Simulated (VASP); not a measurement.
Wanted: the native input for a VASP 6.6.1 run.

| Quantity | Value |
| --- | --- |
| Task | single point |
| Functional | PBEsol |
| Potentials or basis | VASP PAW PBE potentials, release 64 (Y_sv) |
| Cutoff | 520 eV |
| k mesh | 10 × 10 × 10 |
| Occupations | methfessel-paxton, width 0.15 eV |
| Spin | no spin polarisation |
| Dipole correction | no |
| Further INCAR settings | ALGO = Normal; EDIFF = 1e-07; NBANDS = 12 |

The structure of Y lies in POSCAR:

```
Y
1.0
    0.0000000000      2.5495741365      2.5495741365
    2.5495741365      0.0000000000      2.5495741365
    2.5495741365      2.5495741365      0.0000000000
Y
1
Direct
    0.0000000000      0.0000000000      0.0000000000
```

This isn't the form of Y at room conditions, which is hcp.

One way to write it, as run:

INCAR

```
PREC = Accurate ; ENCUT = 520
EDIFF = 1E-7 ; ISMEAR = 1
SIGMA = 0.15 ; LREAL = False
LASPH = True ; NELM = 80
ALGO = Normal ; ISIF = 2
LWAVE = False ; LCHARG = False
GGA = PS ; NBANDS = 12
```

KPOINTS

```
regular mesh
0
Gamma
  10 10 10
```

Potentials or basis: VASP PAW PBE potentials, release 64 (Y_sv).

The run is started by

```bash
$ cat potpaw_PBE.64/Y_sv/POTCAR > POTCAR
$ mpirun -np 1 vasp_std > vasp.out
```

It gave:

```yaml
Pressure: -2.9 GPa
Band_gap_on_the_k_mesh: zero (an odd number of electrons rules out a gap without spin polarisation)
```

Caveat: the PAW data sets were made with another functional, which shifts forces and pressure a little.

It took 17 s on 1 thread of Intel(R) Xeon(R) Platinum 8375C CPU @ 2.90GHz (Ice Lake) (shared host), peak memory 0.17 GiB.
